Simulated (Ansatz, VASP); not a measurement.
Al24N25 in VASP and in Ansatz

```
Al N
1.0
     3.13021   -5.42168    5.01804
     3.13021    5.42168    5.01804
    -6.26042    0.00000    5.01804
Al N
24 25
Direct
  0.66641 0.33308 0.49974
  0.99974 0.66641 0.83308
  0.33308 0.49974 0.66641
  0.83308 0.49974 0.16641
  0.16641 0.33308 0.99974
  0.49974 0.66641 0.33308
  0.83308 0.99974 0.66641
  0.16641 0.83308 0.49974
  0.49974 0.16641 0.83308
  0.66641 0.83308 0.99974
  0.99974 0.16641 0.33308
  0.33308 0.99974 0.16641
  0.66641 0.49974 0.83308
  0.99974 0.83308 0.16641
  0.33308 0.66641 0.99974
  0.83308 0.66641 0.49974
  0.16641 0.49974 0.33308
  0.49974 0.83308 0.66641
  0.83308 0.16641 0.99974
  0.16641 0.99974 0.83308
  0.49974 0.33308 0.16641
  0.66641 0.99974 0.33308
  0.99974 0.33308 0.66641
  0.33308 0.16641 0.49974
  0.79359 0.46026 0.62692
  0.12692 0.79359 0.96026
  0.46026 0.62692 0.79359
  0.96026 0.62692 0.29359
  0.29359 0.46026 0.12692
  0.62692 0.79359 0.46026
  0.96026 0.12692 0.79359
  0.29359 0.96026 0.62692
  0.62692 0.29359 0.96026
  0.79359 0.96026 0.12692
  0.12692 0.29359 0.46026
  0.46026 0.12692 0.29359
  0.46026 0.29359 0.62692
  0.79359 0.62692 0.96026
  0.12692 0.46026 0.79359
  0.62692 0.46026 0.29359
  0.96026 0.29359 0.12692
  0.29359 0.62692 0.46026
  0.62692 0.96026 0.79359
  0.96026 0.79359 0.62692
  0.29359 0.12692 0.96026
  0.46026 0.79359 0.12692
  0.79359 0.12692 0.46026
  0.12692 0.96026 0.29359
  0.06944 0.06944 0.06944
```

Alike in both runs: task relaxation of the atoms; functional PBE; k mesh 1 × 1 × 1; occupations gaussian, width 0.01 eV; collinear spin.

```csv
,VASP,Ansatz
version,VASP 6.6.1,Ansatz 0.2.0
potentials or method,"VASP PAW PBE potentials, release 64 (Al, N), cutoff 520 eV","scalar-relativistic, plane waves, PAW"
valence electrons in the cell,197,197
```

Ansatz gave:

| Quantity | Value |
| --- | --- |
| gap on the k mesh at the Fermi level, each at its own relaxed structure (eV) | 1.36 |
| net moment per atom (μB) | 0.06 |
| size of the moment on the site where the two differ most (μB) | 1.35 |

Problem. Estimate VASP's values.

Solution. gap on the k mesh at the Fermi level, each at its own relaxed structure (eV): 1.38; net moment per atom (μB): 0.06; size of the moment on the site where the two differ most (μB): 1.23.

Site moments also hang on the region over which each program counts them.
